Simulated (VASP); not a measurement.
Here is a VASP 6.6.1 calculation.

Contents of INCAR:

```
PREC = Accurate ; ENCUT = 520
EDIFF = 1E-7 ; ISMEAR = -1
SIGMA = 0.05 ; LREAL = F
LASPH = T ; NELM = 60
ALGO = Normal ; ISIF = 2
LWAVE = F ; LCHARG = F
GGA = PE ; NBANDS = 46
```

Contents of KPOINTS:

```
regular mesh
0
Gamma
  3 2 2
```

File POSCAR:

```
TiO2
1.0
    2.9682645463      0.0000000000      0.0000000000
    0.0002080834      4.7076067549      0.0000000000
    1.4835696211      0.2423534620      7.0834647979
Ti O
3 6
Direct
    0.0033718700      0.0003888100      0.0007031900
    0.3446402100      0.4802596500      0.3169598700
    0.6617081400      0.5204743600      0.6844963600
    0.4400381600      0.1854376900      0.1285388000
    0.7779263400      0.2977287500      0.4518780700
    0.1012362400      0.3089534200      0.8062432200
    0.9064972100      0.6918369900      0.1951715700
    0.2294071500      0.7030072800      0.5495147300
    0.5680256700      0.8153000600      0.8728271800
```

Potentials or basis: VASP PAW PBE potentials, release 64 (Ti_sv, O).

Launch:

```console
$ cat potpaw_PBE.64/Ti_sv/POTCAR potpaw_PBE.64/O/POTCAR > POTCAR
$ mpirun -np 1 vasp_std > vasp.out
```

**Question.** Predict the pressure.

**Answer.** 4.4 GPa.

**Question.** Estimate the largest force.

**Answer.** 0.150 eV/Å.

Stress tensor (GPa, compression positive):
```
 4.85 -0.02  0.01
-0.02  4.30 -0.01
 0.01 -0.01  4.09
```

Caveat: the k points lie up to 0.72 Å⁻¹ apart.
